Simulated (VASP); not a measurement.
# Co (P6_3/mmc) in VASP: single point with PBE

Aim: the single point of Co with PBE.

Everything below comes from runs of VASP 6.6.1. Logs are shortened: lines on timing, memory, paths and dates and some standing lists are left out, and cuts for length are marked.

**1. The cell of the first run**

Symmetry: P6_3/mmc, No. 194, hexagonal system. Conventional cell: a = 2.503 Å, b = 2.503 Å, c = 4.062 Å, α = 90.00°, β = 90.00°, γ = 120.00°. Within 3.3 Å of Co (site symmetry -6m2) lie 12 Co at 2.49 to 2.50 Å.

**2. Single point, PBE, non-collinear spin, typed start**

Contents of INCAR:

```
SYSTEM = Co
PREC = Accurate ; ENCUT = 520
EDIFF = 1E-6 ; ISMEAR = 0
SIGMA = 0.1 ; LREAL = .FALSE.
LASPH = .TRUE. ; NELM = 150
ALGO = Normal ; ISIF = 2
LWAVE = .FALSE. ; LCHARG = .FALSE.
LNONCOLLINEAR = .TRUE. ; MAGMOM = 0 0 1.723 -0.09 0 -1.721
LORBIT = 11 ; LMAXMIX = 4
GGA = PE ; NBANDS = 30
```

Contents of KPOINTS:

```
regular mesh
0
G
  6 6 4
  0 0 0
```

Contents of POSCAR:

```
Co
1.0
    2.5025539399      0.0000000000      0.0000000000
   -1.2512769699      2.1672752863      0.0000000000
    0.0000000000      0.0000000000      4.0617837979
Co
2
Direct
    0.3333333333      0.6666666667      0.2500000000
    0.6666666667      0.3333333333      0.7500000000
```

Potentials or basis: VASP PAW PBE potentials, release 64 (Co).

On the command line:

```
cat potpaw_PBE.64/Co/POTCAR > POTCAR
mpirun -np 1 vasp_ncl > vasp.out
```

OUTCAR:

```text
SYSTEM = Co
   PREC = Accurate
   ENCUT = 520
   EDIFF = 1E-6
   ISMEAR = 0
   LREAL = .FALSE.
   LASPH = .TRUE.
   NELM = 150
   ISIF = 2
   LNONCOLLINEAR = .TRUE.
   LORBIT = 11
   GGA = PE

 ion  position               nearest neighbor table
   1  0.333  0.667  0.250-   2 2.49   2 2.49   2 2.49   2 2.49   2 2.49   2 2.49
   2  0.667  0.333  0.750-   1 2.49   1 2.49   1 2.49   1 2.49   1 2.49   1 2.49

  LATTYP: Found a hexagonal cell.
 ALAT       =     2.5025539399
 C/A-ratio  =     1.6230554447

  Lattice vectors:

 A1 = (   2.5025539399,   0.0000000000,   0.0000000000)
 A2 = (  -1.2512769699,   2.1672752863,   0.0000000000)
 A3 = (   0.0000000000,   0.0000000000,   4.0617837979)

Analysis of symmetry for initial positions (statically):
=====================================================================
 Subroutine PRICEL returns:
 Original cell was already a primitive cell.

 Routine SETGRP: Setting up the symmetry group for a
 hexagonal supercell.

 Subroutine GETGRP returns: Found 24 space group operations
 (whereof 12 operations were pure point group operations)
 out of a pool of 24 trial point group operations.

The static configuration has the point symmetry D_3d.
 The point group associated with its full space group is D_6h.

Analysis of symmetry for dynamics (positions and initial velocities):
=====================================================================
 Subroutine PRICEL returns:
 Original cell was already a primitive cell.

 Routine SETGRP: Setting up the symmetry group for a
 hexagonal supercell.

 Subroutine GETGRP returns: Found 24 space group operations
 (whereof 12 operations were pure point group operations)
 out of a pool of 24 trial point group operations.

The dynamic configuration has the point symmetry D_3d.
 The point group associated with its full space group is D_6h.

Analysis of structural, dynamic, and magnetic symmetry:
=====================================================================
 Subroutine PRICEL returns:
 Original cell was already a primitive cell.

 Routine SETGRP: Setting up the symmetry group for a
 hexagonal supercell.

 Subroutine GETGRP returns: Found  1 space group operations
 (whereof  1 operations were pure point group operations)
 out of a pool of 24 trial point group operations.

The overall configuration has the point symmetry C_1 .

 Subroutine INISYM returns: Found  1 space group operations
 (whereof  1 operations are pure point group operations),
 and found     1 'primitive' translations

----------------------------------------------------------------------------------------

                                     Primitive cell

  volume of cell :      22.0300

  direct lattice vectors                    reciprocal lattice vectors
     2.502553940  0.000000000  0.000000000     0.399591787  0.230704426  0.000000000
    -1.251276970  2.167275286  0.000000000     0.000000000  0.461408851  0.000000000
     0.000000000  0.000000000  4.061783798     0.000000000  0.000000000  0.246197250

  length of vectors
     2.502553940  2.502553940  4.061783798     0.461408851  0.461408851  0.246197250

  position of ions in fractional coordinates (direct lattice)
     0.333333333  0.666666667  0.250000000
     0.666666667  0.333333333  0.750000000

  ion indices of the primitive-cell ions
   primitive index   ion index
                 1           1
                 2           2

----------------------------------------------------------------------------------------

 KPOINTS: regular mesh

Automatic generation of k-mesh.
 Grid dimensions read from file:
 generate k-points for:    6    6    4

 Generating k-lattice:

  Cartesian coordinates                     Fractional coordinates (reciprocal lattice)
     0.066598631  0.038450738  0.000000000     0.166666667  0.000000000  0.000000000
     0.000000000  0.076901475  0.000000000     0.000000000  0.166666667  0.000000000
     0.000000000  0.000000000  0.061549312     0.000000000  0.000000000  0.250000000

  Length of vectors
     0.076901475  0.076901475  0.061549312

  Shift w.r.t. Gamma in fractional coordinates (k-lattice)
     0.000000000  0.000000000  0.000000000

 Subroutine IBZKPT returns following result:
 ===========================================

 Found    144 irreducible k-points:

 Following reciprocal coordinates:
            Coordinates               Weight
  0.000000  0.000000  0.000000      1.000000
  0.166667  0.000000  0.000000      1.000000
 -0.166667  0.000000  0.000000      1.000000
  0.000000  0.166667  0.000000      1.000000
  0.000000 -0.166667  0.000000      1.000000
 -0.166667  0.166667  0.000000      1.000000
[... 16 lines left out ...]
  0.333333  0.166667  0.000000      1.000000
 -0.333333 -0.166667  0.000000      1.000000
 [... further k-points ...]
   k-points           NKPTS =    144   k-points in BZ     NKDIM =    144   number of bands    NBANDS=     30
   number of dos      NEDOS =    301   number of ions     NIONS =      2
   total plane-waves  NPLWV =  12000
   dimension x,y,z NGX =    20 NGY =   20 NGZ =   30
   dimension x,y,z NGXF=    40 NGYF=   40 NGZF=   60
   ions per type =               2
   NGX,Y,Z   is equivalent  to a cutoff of  13.29, 13.29, 12.28 a.u.
   NGXF,Y,Z  is equivalent  to a cutoff of  26.57, 26.57, 24.56 a.u.
 SYSTEM =  Co
   PREC   = accura    normal or accurate (medium, high low for compatibility)
   ISTART =      0    job   : 0-new  1-cont  2-samecut
   ICHARG =      2    charge: 1-file 2-atom 10-const
   ISPIN  =      1    spin polarized calculation?
   LNONCOLLINEAR =      T non collinear calculations
   LSORBIT =      F    spin-orbit coupling
   LASPH  =      T    aspherical Exc in radial PAW
   ENCUT  =  520.0 eV  38.22 Ry    6.18 a.u.   4.65  4.65  7.55*2*pi/ulx,y,z
   NELM   =    150;   NELMIN=  2; NELMDL= -5     # of ELM steps
   EDIFF  = 0.1E-05   stopping-criterion for ELM
   LREAL  =      F    real-space projection
   EDIFFG = 0.1E-04   stopping-criterion for IOM
   NSW    =      0    number of steps for IOM
   IBRION =     -1    ionic relax: 0-MD 1-quasi-New 2-CG
   NFREE  =      0    steps in history (QN), initial steepest desc. (CG)
   ISIF   =      2    stress and relaxation
   ISYM   =      2    0-nonsym 1-usesym 2-fastsym
   POTIM  = 0.5000    time-step for ionic-motion
   TEBEG  =    0.0;   TEEND  =   0.0 temperature during run
   PSTRESS=    0.0 pullay stress
   NELECT =      18.0000    total number of electrons
   NUPDOWN=      -1.0000    fix difference up-down
   EMIN   =  10.00;   EMAX   =-10.00  energy-range for DOS
   EFERMI =   0.00;   METHOD = LEGACY
   ISMEAR =     0;   SIGMA  =   0.10  broadening in eV -4-tet -1-fermi 0-gaus
   EFERMI_NEDOS =   21; number of points for ismear=-14 and -15
   IALGO  =     38    algorithm
   IMIX   =      4    mixing-type and parameters
     AMIX     =   0.40;   BMIX     =  1.00
     AMIX_MAG =   1.60;   BMIX_MAG =  1.00
  volume/ion in A,a.u.               =      11.01        74.33
  Fermi-wavevector in a.u.,A,eV,Ry     =   1.530480  2.892187 31.869850  2.342368
  Thomas-Fermi vector in A             =   2.637957
   LORBIT       =     11    0 simple, 1 ext, 2 COOP (PROOUT), +10 PAW based schemes
   GGA     = PE    functional components
   LHFCALC =     F    Hartree Fock is set to
   AEXX    =    0.0000 exact exchange contribution
   IVDW    =     0    specifies the selected vdW correction
   LEPSILON=     F    determine dielectric tensor
   LRPA    =     F    only Hartree local field effects (RPA)
 Gauss-broadening in eV      SIGMA  =   0.10
  energy-cutoff  :      520.00
  volume of cell :       22.03
 maximum number of plane-waves:      1208
 NGX is ok and might be reduce to    20
   NGX =  9   NGY =  9   NGZ = 15

 number of electron      18.0000001 magnetization      -0.0400476     -0.0003028     -0.0032238

 number of electron      18.0000001 magnetization       0.0026386      0.0042332     -0.0125863

 number of electron      18.0000001 magnetization      -0.0016139      0.0020816     -0.0136885

 Free energy of the ion-electron system (eV)
  ---------------------------------------------------
  ext. energy  EPLUGINS =         0.00000000
  ---------------------------------------------------
  free energy    TOTEN  =       -13.61521615 eV

  energy without entropy =      -13.59148504  energy(sigma->0) =      -13.60335060

 E-fermi :  10.0473     XC(G=0): -13.3281

 val. band max:       10.0230608121   @ k =   0.3333  -0.1667   0.5000
 cond. band min:      10.0885956167   @ k =   0.3333   0.1667   0.5000
 fundamental gap:      0.0655348047
 Fermi energy:        10.0473329139

 k-point     1 :       0.0000    0.0000    0.0000
  band No.  band energies     occupation
      1       1.2053      1.00000
      2       1.2211      1.00000
      3       5.3906      1.00000
      4       5.4020      1.00000
      5       7.8412      1.00000
      6       7.8417      1.00000
[... 22 lines left out ...]
     29      34.5185      0.00000
     30      34.5438      0.00000

 k-point     2 :       0.1667    0.0000    0.0000
  band No.  band energies     occupation
      1       2.1471      1.00000
      2       2.1631      1.00000
      3       5.9219      1.00000
      4       5.9310      1.00000
      5       7.4511      1.00000
      6       7.4585      1.00000
[... 22 lines left out ...]
     29      30.0331      0.00000
     30      30.0535      0.00000

 k-point     3 :      -0.1667    0.0000    0.0000
  band No.  band energies     occupation
      1       2.1471      1.00000
      2       2.1631      1.00000
      3       5.9219      1.00000
      4       5.9310      1.00000
      5       7.4511      1.00000
      6       7.4585      1.00000
[... 22 lines left out ...]
     29      30.0331      0.00000
     30      30.0535      0.00000

 k-point     4 :       0.0000    0.1667    0.0000
  band No.  band energies     occupation
      1       2.1474      1.00000
      2       2.1629      1.00000
      3       5.9221      1.00000
      4       5.9308      1.00000
      5       7.4510      1.00000
      6       7.4583      1.00000
[... 22 lines left out ...]
     29      30.0320      0.00000
     30      30.0546      0.00000

 k-point     5 :       0.0000   -0.1667    0.0000
  band No.  band energies     occupation
      1       2.1474      1.00000
      2       2.1629      1.00000
      3       5.9220      1.00000
      4       5.9309      1.00000
      5       7.4511      1.00000
      6       7.4582      1.00000
[... 22 lines left out ...]
     29      30.0320      0.00000
     30      30.0547      0.00000
[... 526 lines left out ...]
     29      23.2854      0.00000
     30      23.3069      0.00000

 k-point    22 :       0.3333   -0.1667    0.0000
  band No.  band energies     occupation
      1       3.8320      1.00000
      2       3.8478      1.00000
      3       6.5262      1.00000
      4       6.5326      1.00000
      5       6.7915      1.00000
      6       6.7995      1.00000
[... 22 lines left out ...]
     29      23.2855      0.00000
     30      23.3068      0.00000

 k-point    23 :       0.3333    0.1667    0.0000
  band No.  band energies     occupation
      1       5.8386      1.00000
      2       5.8498      1.00000
      3       6.2781      1.00000
      4       6.2847      1.00000
      5       6.3752      1.00000
      6       6.3823      1.00000
[... 22 lines left out ...]
     29      21.1138      0.00000
     30      21.1207      0.00000

 k-point    24 :      -0.3333   -0.1667    0.0000
  band No.  band energies     occupation
      1       5.8410      1.00000
      2       5.8473      1.00000
      3       6.2783      1.00000
      4       6.2845      1.00000
      5       6.3763      1.00000
      6       6.3813      1.00000
[... 22 lines left out ...]
     29      21.1141      0.00000
     30      21.1205      0.00000

 [... further k-points ...]

------------------------ aborting loop because EDIFF is reached ----------------------------------------

  FORCE on cell =-STRESS in cart. coord.  units (eV):
  Direction    XX          YY          ZZ          XY          YZ          ZX
  --------------------------------------------------------------------------------------
  -------------------------------------------------------------------------------------
  Total       -1.5075282     -1.5080840     -0.5269886     -0.0000129     -0.0001164     -0.0001221
  in kB     -109.6381529   -109.6785712    -38.3263512     -0.0009413     -0.0084655     -0.0088765
  external PRESSURE =     -85.8810251 kB  Pullay stress =       0.0000000 kB

 VOLUME and BASIS-vectors are now :
 -----------------------------------------------------------------------------
  energy-cutoff  :      520.00
  volume of cell :       22.03
      direct lattice vectors                 reciprocal lattice vectors
     2.502553940  0.000000000  0.000000000     0.399591787  0.230704426  0.000000000
    -1.251276970  2.167275286  0.000000000     0.000000000  0.461408851  0.000000000
     0.000000000  0.000000000  4.061783798     0.000000000  0.000000000  0.246197250

 POSITION                                       TOTAL-FORCE (eV/Angst)
 -----------------------------------------------------------------------------------
     -0.00000      1.44485      1.01545        -0.000280     -0.000432      0.000040
      1.25128      0.72243      3.04634         0.000280      0.000432     -0.000040
 -----------------------------------------------------------------------------------
    total drift:                                0.000637      0.000327     -0.000132

  FREE ENERGIE OF THE ION-ELECTRON SYSTEM (eV)
  ---------------------------------------------------
  free  energy   TOTEN  =       -13.6152161510 eV

  energy  without entropy=      -13.5914850406  energy(sigma->0) =      -13.60335060

 total charge

# of ion       s       p       d       tot
------------------------------------------
    1        0.478   0.511   7.254   8.242
    2        0.478   0.511   7.251   8.239
--------------------------------------------------
tot          0.956   1.021  14.505  16.482

 magnetization (x)

# of ion       s       p       d       tot
------------------------------------------
    1        0.000   0.001   0.027   0.028
    2       -0.001  -0.001  -0.031  -0.033
--------------------------------------------------
tot         -0.000  -0.000  -0.004  -0.005

 magnetization (y)

# of ion       s       p       d       tot
------------------------------------------
    1       -0.000  -0.001   0.001  -0.000
    2        0.000  -0.000   0.002   0.002
--------------------------------------------------
tot         -0.000  -0.001   0.004   0.002

 magnetization (z)

# of ion       s       p       d       tot
------------------------------------------
    1        0.002   0.005   1.060   1.067
    2       -0.001  -0.003  -1.080  -1.085
--------------------------------------------------
tot          0.000   0.001  -0.020  -0.018
```

Wall time 8.7 min (1 thread of Intel Xeon 8259CL, shared host); peak memory 0.28 GiB.

Results:

- Free energy: -13.6152 eV
- Pressure: -8.6 GPa
- Band gap on the k mesh: zero (bands 18 and 19 overlap by 1.18 eV)
- Net moment: 0.01 μB per cell
- Valence electrons inside the program's atomic spheres: Co 8.24

Levels at points of the mesh, in eV from the Fermi level:
```tsv
k point	band 15	band 16	band 17	band 18	band 19	band 20	band 21	band 22
(0.00, 0.00, 0.00)	-1.07	-1.07	-1.07	-1.07	-0.18	-0.15	0.26	0.26
(0.50, 0.00, 0.00)	-0.39	-0.38	0.37	0.38	0.85	0.86	1.74	1.75
(0.00, 0.50, 0.00)	-0.39	-0.38	0.37	0.38	0.85	0.86	1.74	1.75
(0.50, 0.50, 0.00)	-0.39	-0.38	0.37	0.38	0.85	0.86	1.74	1.75
(0.00, 0.00, 0.50)	-1.70	-1.70	-0.56	-0.56	-0.55	-0.55	0.18	0.18
(0.50, 0.00, 0.50)	-0.25	-0.25	-0.18	-0.18	0.86	0.86	1.75	1.75
(0.00, 0.50, 0.50)	-0.25	-0.25	-0.18	-0.18	0.86	0.86	1.75	1.75
(0.50, 0.50, 0.50)	-0.25	-0.25	-0.18	-0.18	0.86	0.86	1.75	1.75
```

Moments on the atoms (μB; x, y, z):
```
Co   0.03  0.00  1.07
Co  -0.03  0.00 -1.08
```

Caveat: the k points lie up to 0.48 Å⁻¹ apart, too coarse for converged energies and pressures of a metal.
